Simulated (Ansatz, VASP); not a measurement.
Two plane-wave programs on Hf3W

```xyz
8
Lattice="6.2739 0.0000 0.0000 -3.1370 5.4334 0.0000 0.0000 0.0000 4.8555" Properties=species:S:1:pos:R:3 pbc="T T T"
Hf    3.1370    3.5439    1.2139
Hf   -1.5006    4.4886    3.6416
Hf    1.6363    0.9447    1.2139
Hf    0.0000    1.8895    3.6416
Hf    4.6376    0.9447    1.2139
Hf    1.5006    4.4886    3.6416
W     0.0000    3.6223    1.2139
W     3.1370    1.8111    3.6416
```

Alike in both runs: functional PBE; k mesh 6 × 6 × 8; occupations gaussian, width 0.1 eV; no spin polarisation.

Ansatz relaxed the structure, and its values are those at the end. VASP's run is a single point on that final structure, the one shown.

|  | VASP | Ansatz |
| --- | --- | --- |
| version | VASP 6.6.1 | Ansatz 0.2.0 |
| potentials or method | VASP PAW PBE potentials, release 64 (Hf_pv, W_sv), cutoff 520 eV | scalar-relativistic, plane waves, PAW |
| valence electrons in the cell | 88 | 184 |

Ansatz gave:

| Property | Result |
| --- | --- |
| gap on the k mesh at the Fermi level (eV) | none |
| pressure (GPa) | 0.0 |
| rms of the force components (eV/Å) | 0.001 |

Problem. Which values does VASP return?

Solution. gap on the k mesh at the Fermi level (eV): none; pressure (GPa): -0.5; rms of the force components (eV/Å): 0.011.

A gap of «none» marks a metal or a gap that the smearing closes. VASP's potentials hold 88 valence electrons a cell and Ansatz's 184, so a difference there can come from the potentials and not from the codes.

Neither program's run includes spin-orbit coupling.
